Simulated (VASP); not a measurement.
Wanted: the native input for a VASP 6.6.1 run.

```
Task                   : single point
Functional             : PBE
Dispersion             : D3(BJ)
Potentials or basis    : VASP PAW PBE potentials, release 64 (C)
Cutoff                 : 520 eV
k mesh                 : 15 × 15 × 1
Occupations            : gaussian, width 0.1 eV
Spin                   : no spin polarisation
Dipole correction      : yes
Further INCAR settings : ALGO = Normal; EDIFF = 1e-07; NBANDS = 16
```

The structure of C lies in POSCAR:

```
C
1.0
    2.4656524409      0.0000000000      0.0000000000
   -1.2328262205      2.1353176507      0.0000000000
    0.0000000000      0.0000000000     17.5000663885
C
4
Direct
    0.6666666667      0.3333333333      0.2571567142
    0.3333333333      0.6666666667      0.2571427272
    0.8333333333      1.0000000000      0.4523302388
    0.5000000000      1.3333333333      0.4523113572
```

This cell differs from its parent crystal: layers slid over each other, then relaxed in part.

One way to write it, as run:

INCAR

```
SYSTEM = C
PREC = Accurate
ENCUT = 520
EDIFF = 1E-7
ISMEAR = 0
SIGMA = 0.1
LREAL = .FALSE.
LASPH = .TRUE.
NELM = 60
ALGO = Normal
ISIF = 2
LWAVE = .FALSE.
LCHARG = .FALSE.
LDIPOL = .TRUE.
IDIPOL = 3
DIPOL = 0.5 0.5 0.355
GGA = PE
IVDW = 12
NBANDS = 16
```

KPOINTS

```
Automatic mesh
0
G
  15 15 1
  0 0 0
```

Potentials or basis: VASP PAW PBE potentials, release 64 (C).

Launch:

```bash
$ cat potpaw_PBE.64/C/POTCAR > POTCAR
$ mpirun -np 1 vasp_std > vasp.out
```

Results of the run:

| Item | Value |
| --- | --- |
| Largest force | 0.005 eV/Å |
| Dispersion energy per atom | -0.118 eV |

Caveat: the cell differs from its parent crystal (layers slid over each other, then relaxed in part).

It took 120 s on 1 thread of Intel(R) Xeon(R) Platinum 8488C (Sapphire Rapids) (shared host), peak memory 0.27 GiB.
